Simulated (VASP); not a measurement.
# Sn3S2 (P-3m1) in VASP: a series of runs

The runs below take Sn3S2 through single point, with PBE.

All numbers are computed with VASP 6.6.1; they aren't measurements. Logs are shortened: lines on timing, memory, paths and dates and some standing lists are left out, and cuts for length are marked.

## 1. The cell of the first run

It takes space group P-3m1 (No. 164, trigonal). The conventional cell has a = 4.423 Å, b = 4.423 Å, c = 6.882 Å, α = 90.00°, β = 90.00°, γ = 120.00°. Sn (site symmetry -3m) has 6 S at 3.06 Å and 6 Sn at 3.53 Å within 4.0 Å. Within 3.5 Å of Sn (site symmetry 3m) lie 4 S at 2.66 to 2.75 Å and 3 Sn at 3.24 Å. Within 3.5 Å of S (site symmetry 3m) lie 7 Sn at 2.66 to 3.06 Å.

## 2. Single point, PBE

Input file INCAR:

```
SYSTEM = Sn3S2
  PREC = Accurate
  ENCUT = 520
  EDIFF = 1E-6
  ISMEAR = 0
  SIGMA = 0.1
  LREAL = .False.
  LASPH = .True.
  NELM = 80
  ALGO = Normal
  ISIF = 2
  LWAVE = .False.
  LCHARG = .False.
  GGA = PE
  NBANDS = 35
```

Input file KPOINTS:

```
Automatic mesh
0
Gamma
  6 6 4
  0 0 0
```

Input file POSCAR:

```
Sn3S2
1.0
    4.4231925925      0.0000000000      0.0000000000
   -2.2115962962      3.8305971509      0.0000000000
    0.0000000000      0.0000000000      6.8817691857
Sn S
3 2
Direct
    0.0000000000      0.0000000000      0.0000000000
    0.3333333333      0.6666666667      0.6450000000
    0.6666666667      0.3333333333      0.3550000000
    0.3333333333      0.6666666667      0.2450000000
    0.6666666667      0.3333333333      0.7550000000
```

Potentials or basis: VASP PAW PBE potentials, release 64 (Sn_d, S).

The run is started by

```
cat potpaw_PBE.64/Sn_d/POTCAR potpaw_PBE.64/S/POTCAR > POTCAR
mpirun -np 1 vasp_std > vasp.out
```

OUTCAR:

```text
SYSTEM = Sn3S2
   PREC = Accurate
   ENCUT = 520
   EDIFF = 1E-6
   ISMEAR = 0
   LREAL = .False.
   LASPH = .True.
   NELM = 80
   ISIF = 2
   GGA = PE

 ion  position               nearest neighbor table
   1  0.000  0.000  0.000-   4 3.06   5 3.06   4 3.06   5 3.06   5 3.06   4 3.06   2 3.53   3 3.53
                             2 3.53   3 3.53   2 3.53   3 3.53
   2  0.333  0.667  0.645-   5 2.66   5 2.66   5 2.66   4 2.75   3 3.24   3 3.24   3 3.24   1 3.53
                             1 3.53   1 3.53
   3  0.667  0.333  0.355-   4 2.66   4 2.66   4 2.66   5 2.75   2 3.24   2 3.24   2 3.24   1 3.53
                             1 3.53   1 3.53
   4  0.333  0.667  0.245-   3 2.66   3 2.66   3 2.66   2 2.75   1 3.06   1 3.06   1 3.06
   5  0.667  0.333  0.755-   2 2.66   2 2.66   2 2.66   3 2.75   1 3.06   1 3.06   1 3.06

  LATTYP: Found a hexagonal cell.
 ALAT       =     4.4231925925
 C/A-ratio  =     1.5558375634

  Lattice vectors:

 A1 = (   4.4231925925,   0.0000000000,   0.0000000000)
 A2 = (  -2.2115962962,   3.8305971509,   0.0000000000)
 A3 = (   0.0000000000,   0.0000000000,   6.8817691857)

Analysis of symmetry for initial positions (statically):
=====================================================================
 Subroutine PRICEL returns:
 Original cell was already a primitive cell.

 Routine SETGRP: Setting up the symmetry group for a
 hexagonal supercell.

 Subroutine GETGRP returns: Found 12 space group operations
 (whereof 12 operations were pure point group operations)
 out of a pool of 24 trial point group operations.

The static configuration has the point symmetry D_3d.

Analysis of symmetry for dynamics (positions and initial velocities):
=====================================================================
 Subroutine PRICEL returns:
 Original cell was already a primitive cell.

 Routine SETGRP: Setting up the symmetry group for a
 hexagonal supercell.

 Subroutine GETGRP returns: Found 12 space group operations
 (whereof 12 operations were pure point group operations)
 out of a pool of 24 trial point group operations.

The dynamic configuration has the point symmetry D_3d.

 Subroutine INISYM returns: Found 12 space group operations
 (whereof 12 operations are pure point group operations),
 and found     1 'primitive' translations

----------------------------------------------------------------------------------------

                                     Primitive cell

  volume of cell :     116.6010

  direct lattice vectors                    reciprocal lattice vectors
     4.423192593  0.000000000  0.000000000     0.226081044  0.130527952  0.000000000
    -2.211596296  3.830597151  0.000000000     0.000000000  0.261055903  0.000000000
     0.000000000  0.000000000  6.881769186     0.000000000  0.000000000  0.145311470

  length of vectors
     4.423192593  4.423192592  6.881769186     0.261055903  0.261055903  0.145311470

  position of ions in fractional coordinates (direct lattice)
     0.000000000  0.000000000  0.000000000
     0.333333333  0.666666667  0.645000000
     0.666666667  0.333333333  0.355000000
     0.333333333  0.666666667  0.245000000
     0.666666667  0.333333333  0.755000000

  ion indices of the primitive-cell ions
   primitive index   ion index
                 1           1
                 2           2
                 3           3
                 4           4
                 5           5

----------------------------------------------------------------------------------------

 KPOINTS: Automatic mesh

Automatic generation of k-mesh.
 Grid dimensions read from file:
 generate k-points for:    6    6    4

 Generating k-lattice:

  Cartesian coordinates                     Fractional coordinates (reciprocal lattice)
     0.037680174  0.021754659  0.000000000     0.166666667  0.000000000  0.000000000
     0.000000000  0.043509317  0.000000000     0.000000000  0.166666667  0.000000000
     0.000000000  0.000000000  0.036327868     0.000000000  0.000000000  0.250000000

  Length of vectors
     0.043509317  0.043509317  0.036327868

  Shift w.r.t. Gamma in fractional coordinates (k-lattice)
     0.000000000  0.000000000  0.000000000

 Subroutine IBZKPT returns following result:
 ===========================================

 Found     24 irreducible k-points:

 Following reciprocal coordinates:
            Coordinates               Weight
  0.000000  0.000000  0.000000      1.000000
  0.166667 -0.000000  0.000000      6.000000
  0.333333  0.000000  0.000000      6.000000
  0.500000 -0.000000  0.000000      3.000000
  0.166667  0.166667  0.000000      6.000000
  0.333333  0.166667  0.000000     12.000000
[... 16 lines left out ...]
  0.333333  0.166667  0.500000     12.000000
  0.333333  0.333333  0.500000      2.000000
   k-points           NKPTS =     24   k-points in BZ     NKDIM =     24   number of bands    NBANDS=     35
   number of dos      NEDOS =    301   number of ions     NIONS =      5
   total plane-waves  NPLWV =  69984
   dimension x,y,z NGX =    36 NGY =   36 NGZ =   54
   dimension x,y,z NGXF=    72 NGYF=   72 NGZF=  108
   ions per type =               3   2
   NGX,Y,Z   is equivalent  to a cutoff of  13.53, 13.53, 13.05 a.u.
   NGXF,Y,Z  is equivalent  to a cutoff of  27.06, 27.06, 26.09 a.u.
 SYSTEM =  Sn3S2
   PREC   = accura    normal or accurate (medium, high low for compatibility)
   ISTART =      0    job   : 0-new  1-cont  2-samecut
   ICHARG =      2    charge: 1-file 2-atom 10-const
   ISPIN  =      1    spin polarized calculation?
   LNONCOLLINEAR =      F non collinear calculations
   LSORBIT =      F    spin-orbit coupling
   LASPH  =      T    aspherical Exc in radial PAW
   ENCUT  =  520.0 eV  38.22 Ry    6.18 a.u.   8.22  8.22 12.80*2*pi/ulx,y,z
   NELM   =     80;   NELMIN=  2; NELMDL= -5     # of ELM steps
   EDIFF  = 0.1E-05   stopping-criterion for ELM
   LREAL  =      F    real-space projection
   EDIFFG = 0.1E-04   stopping-criterion for IOM
   NSW    =      0    number of steps for IOM
   IBRION =     -1    ionic relax: 0-MD 1-quasi-New 2-CG
   NFREE  =      0    steps in history (QN), initial steepest desc. (CG)
   ISIF   =      2    stress and relaxation
   ISYM   =      2    0-nonsym 1-usesym 2-fastsym
   POTIM  = 0.5000    time-step for ionic-motion
   TEBEG  =    0.0;   TEEND  =   0.0 temperature during run
   PSTRESS=    0.0 pullay stress
   NELECT =      54.0000    total number of electrons
   NUPDOWN=      -1.0000    fix difference up-down
   EMIN   =  10.00;   EMAX   =-10.00  energy-range for DOS
   EFERMI =   0.00;   METHOD = LEGACY
   ISMEAR =     0;   SIGMA  =   0.10  broadening in eV -4-tet -1-fermi 0-gaus
   EFERMI_NEDOS =   21; number of points for ismear=-14 and -15
   IALGO  =     38    algorithm
   IMIX   =      4    mixing-type and parameters
     AMIX     =   0.40;   BMIX     =  1.00
     AMIX_MAG =   1.60;   BMIX_MAG =  1.00
  volume/ion in A,a.u.               =      23.32       157.37
  Fermi-wavevector in a.u.,A,eV,Ry     =   1.266597  2.393522 21.827406  1.604269
  Thomas-Fermi vector in A             =   2.399790
   LORBIT       =      0    0 simple, 1 ext, 2 COOP (PROOUT), +10 PAW based schemes
   GGA     = PE    functional components
   LHFCALC =     F    Hartree Fock is set to
   AEXX    =    0.0000 exact exchange contribution
   IVDW    =     0    specifies the selected vdW correction
   LEPSILON=     F    determine dielectric tensor
   LRPA    =     F    only Hartree local field effects (RPA)
 non-spin polarized calculation
 Gauss-broadening in eV      SIGMA  =   0.10
  energy-cutoff  :      520.00
  volume of cell :      116.60
 maximum number of plane-waves:      3168
 NGX is ok and might be reduce to    36
   NGX = 17   NGY = 17   NGZ = 25

 number of electron      54.0000002 magnetization

 Free energy of the ion-electron system (eV)
  ---------------------------------------------------
  ext. energy  EPLUGINS =         0.00000000
  ---------------------------------------------------
  free energy    TOTEN  =       -18.37424309 eV

  energy without entropy =      -18.36082717  energy(sigma->0) =      -18.36753513

 E-fermi :   8.3469     XC(G=0): -10.2383

 val. band max:        8.3401558694   @ k =   0.1667   0.1667   0.5000
 cond. band min:       8.3779935500   @ k =   0.1667  -0.0000   0.5000
 fundamental gap:      0.0378376806
 Fermi energy:         8.3469027575

 k-point     1 :       0.0000    0.0000    0.0000
  band No.  band energies     occupation
      1     -13.8661      2.00000
      2     -13.8660      2.00000
      3     -13.8660      2.00000
      4     -13.8180      2.00000
      5     -13.8180      2.00000
      6     -13.7531      2.00000
[... 27 lines left out ...]
     34      11.5278      0.00000
     35      12.4171      0.00000

 k-point     2 :       0.1667   -0.0000    0.0000
  band No.  band energies     occupation
      1     -13.8646      2.00000
      2     -13.8623      2.00000
      3     -13.8515      2.00000
      4     -13.8209      2.00000
      5     -13.8115      2.00000
      6     -13.7559      2.00000
[... 27 lines left out ...]
     34      11.3774      0.00000
     35      12.3795      0.00000

 k-point     3 :       0.3333    0.0000    0.0000
  band No.  band energies     occupation
      1     -13.8620      2.00000
      2     -13.8548      2.00000
      3     -13.8287      2.00000
      4     -13.8113      2.00000
      5     -13.7948      2.00000
      6     -13.7690      2.00000
[... 27 lines left out ...]
     34      12.2207      0.00000
     35      12.8887      0.00000
[... 723 lines left out ...]
 k-point    23 :       0.3333    0.1667    0.5000
  band No.  band energies     occupation
      1     -13.8562      2.00000
      2     -13.8499      2.00000
      3     -13.8193      2.00000
      4     -13.8129      2.00000
      5     -13.7802      2.00000
      6     -13.7727      2.00000
[... 27 lines left out ...]
     34      12.4104      0.00000
     35      13.3974      0.00000

 k-point    24 :       0.3333    0.3333    0.5000
  band No.  band energies     occupation
      1     -13.8527      2.00000
      2     -13.8314      2.00000
      3     -13.8314      2.00000
      4     -13.7908      2.00000
      5     -13.7901      2.00000
      6     -13.7901      2.00000
[... 27 lines left out ...]
     34      12.3496      0.00000
     35      12.3733      0.00000

------------------------ aborting loop because EDIFF is reached ----------------------------------------

  FORCE on cell =-STRESS in cart. coord.  units (eV):
  Direction    XX          YY          ZZ          XY          YZ          ZX
  --------------------------------------------------------------------------------------
  -------------------------------------------------------------------------------------
  Total        9.2226515      9.2226515      8.7540235      0.0000000      0.0000000      0.0000000
  in kB      126.7254803    126.7254803    120.2862141      0.0000000      0.0000000      0.0000000
  external PRESSURE =     124.5790583 kB  Pullay stress =       0.0000000 kB

 VOLUME and BASIS-vectors are now :
 -----------------------------------------------------------------------------
  energy-cutoff  :      520.00
  volume of cell :      116.60
      direct lattice vectors                 reciprocal lattice vectors
     4.423192593  0.000000000  0.000000000     0.226081044  0.130527952  0.000000000
    -2.211596296  3.830597151  0.000000000     0.000000000  0.261055903  0.000000000
     0.000000000  0.000000000  6.881769186     0.000000000  0.000000000  0.145311470

 POSITION                                       TOTAL-FORCE (eV/Angst)
 -----------------------------------------------------------------------------------
      0.00000      0.00000      0.00000         0.000000      0.000000      0.000000
     -0.00000      2.55373      4.43874         0.000000      0.000000      0.562802
      2.21160      1.27687      2.44303         0.000000     -0.000000     -0.562802
     -0.00000      2.55373      1.68603         0.000000      0.000000     -1.413699
      2.21160      1.27687      5.19574        -0.000000      0.000000      1.413699
 -----------------------------------------------------------------------------------
    total drift:                               -0.000000     -0.000000      0.000000

  FREE ENERGIE OF THE ION-ELECTRON SYSTEM (eV)
  ---------------------------------------------------
  free  energy   TOTEN  =       -18.3742430941 eV

  energy  without entropy=      -18.3608271680  energy(sigma->0) =      -18.36753513
```

Wall time 55 s (1 thread of Intel Xeon 6975P-C (Granite Rapids), shared host); peak memory 0.28 GiB.

What came out:

```
Free energy            : -18.3742 eV
Pressure               : 12.5 GPa
Largest force          : 1.414 eV/Å
Band gap on the k mesh : zero (band 27 reaches 9.27 eV, above the bottom of band 28 at 7.64 eV)
```

Forces in eV/Å, atoms in the order of the input:
```
Sn   0.000  0.000  0.000
Sn   0.000  0.000  0.563
Sn   0.000  0.000 -0.563
S    0.000  0.000 -1.414
S    0.000  0.000  1.414
```

Caveat: spin-orbit coupling is left out, which moves the levels of the heavy elements; forces of over 1 eV/Å act on the atoms, so gaps and moduli don't describe the material at rest.

## 3. Single point, PBE

This run uses another cell than the first one, of 25.00 Å³/atom, 1.072 times its volume.

Input file INCAR:

```
SYSTEM = Sn3S2
ALGO = Normal
EDIFF = 1E-7
ENCUT = 520
GGA = PE
ISIF = 2
ISMEAR = 0
LASPH = .TRUE.
LCHARG = .FALSE.
LREAL = .FALSE.
LWAVE = .FALSE.
NBANDS = 35
NELM = 60
PREC = Accurate
SIGMA = 0.1
```

Input file KPOINTS:

```
k-points
0
G
  6 6 4
  0 0 0
```

Input file POSCAR:

```
Sn3S2
1.0
    3.7555160082      0.0000000000      0.0000000000
   -1.8777580041      3.2523722675      0.0000000000
    0.0000000000      0.0000000000     10.2329444213
Sn S
3 2
Direct
    0.0000000000      0.0000000000      0.0000000000
    0.3333333333      0.6666666667      0.6318241134
    0.6666666667      0.3333333333      0.3681758866
    0.3333333333      0.6666666667      0.1929004842
    0.6666666667      0.3333333333      0.8070995158
```

Potentials or basis: VASP PAW PBE potentials, release 64 (Sn_d, S).

The run is started by

```
cat potpaw_PBE.64/Sn_d/POTCAR potpaw_PBE.64/S/POTCAR > POTCAR
mpirun -np 1 vasp_std > vasp.out
```

Run time: 78 s. Hardware: 1 thread of Intel Xeon 6975P-C (Granite Rapids), shared host; peak memory 0.27 GiB.

It converged, with:

```
Free energy            : -20.7735 eV
Pressure               : 0.0 GPa
Largest force          : 0.011 eV/Å
Band gap on the k mesh : zero (band 27 reaches 9.12 eV, above the bottom of band 28 at 6.40 eV)
```

Forces in eV/Å, atoms in the order of the input:
```
Sn   0.000  0.000  0.000
Sn   0.000  0.000 -0.010
Sn   0.000  0.000  0.010
S    0.000  0.000  0.011
S    0.000  0.000 -0.011
```

Stress tensor (GPa, compression positive):
```
-0.10  0.00  0.00
 0.00 -0.10  0.00
 0.00  0.00  0.34
```

Levels at points of the mesh, in eV from the Fermi level:
| k point | band 24 | band 25 | band 26 | band 27 | band 28 | band 29 | band 30 | band 31 |
| --- | --- | --- | --- | --- | --- | --- | --- | --- |
| (0.00, 0.00, 0.00) | -2.06 | -2.05 | -1.83 | 2.01 | 2.06 | 3.19 | 3.19 | 3.44 |
| (0.50, 0.00, 0.00) | -3.30 | -2.82 | -2.26 | -1.51 | 0.17 | 0.79 | 1.29 | 2.74 |
| (0.00, 0.00, 0.50) | -2.04 | -2.04 | 0.23 | 0.37 | 2.88 | 2.88 | 3.37 | 4.02 |
| (0.50, 0.00, 0.50) | -3.24 | -2.90 | -2.05 | -1.47 | 0.55 | 0.99 | 1.97 | 2.14 |

Caveat: spin-orbit coupling is left out, which moves the levels of the heavy elements.
